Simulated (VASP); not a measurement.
Set up this calculation in VASP 6.6.1, as the native input.

```yaml
Task: single point
Functional: PBE
Potentials_or_basis: VASP PAW PBE potentials, release 64 (Pt, H)
Cutoff: 520 eV
k_mesh: 6 × 6 × 1
Occupations: gaussian, width 0.1 eV
Spin: no spin polarisation
Dipole_correction: yes
Further_INCAR_settings: ALGO = Normal; EDIFF = 1e-07; NBANDS = 74
```

The structure of HPt6 lies in POSCAR:

```
HPt6
1.0
    5.6145835605      0.0000000000      0.0000000000
   -2.8072917802      4.8623719950      0.0000000000
    0.0000000000      0.0000000000     22.6197373747
Pt H
12 2
Direct
    0.3333333333      0.1666666667      0.1768367127
    0.3333333333      0.6666666667      0.1768367127
    0.8333333333      0.1666666667      0.1768367127
    0.8333333333      0.6666666667      0.1768367127
    0.1666666667      0.3333333333      0.2789580515
    0.1666666667      0.8333333333      0.2789580515
    0.6666666667      0.3333333333      0.2789580515
    0.6666666667      0.8333333333      0.2789580515
    0.0000000000      0.0000000000      0.3810715055
    0.0000000000      0.5000000000      0.3810715055
    0.5000000000      0.0000000000      0.3810715055
    0.5000000000      0.5000000000      0.3810715055
    0.2165800971      0.4331601942      0.5136990400
    0.2834199029      0.5668398058      0.5136990400
```

The input as run:

INCAR

```
SYSTEM = HPt6
PREC = Accurate
ENCUT = 520
EDIFF = 1E-7
ISMEAR = 0
SIGMA = 0.1
LREAL = .FALSE.
LASPH = .TRUE.
NELM = 80
ALGO = Normal
ISIF = 2
LWAVE = .FALSE.
LCHARG = .FALSE.
LDIPOL = .TRUE.
IDIPOL = 3
DIPOL = 0.5 0.5 0.312
GGA = PE
NBANDS = 74
```

KPOINTS

```
Automatic mesh
0
G
  6 6 1
  0 0 0
```

Potentials or basis: VASP PAW PBE potentials, release 64 (Pt, H).

Launch:

```console
$ cat potpaw_PBE.64/Pt/POTCAR potpaw_PBE.64/H/POTCAR > POTCAR
$ mpirun -np 1 vasp_std > vasp.out
```

It gave:

```
Largest force          : 4.917 eV/Å
Band gap on the k mesh : zero (bands 61 and 62 overlap by 0.75 eV)
```

Caveat: spin-orbit coupling is left out, which moves the levels of the heavy elements.

Run time: 19 min on 1 thread of Intel(R) Xeon(R) 6975P-C (Granite Rapids), on a shared host, peak memory 0.87 GiB.
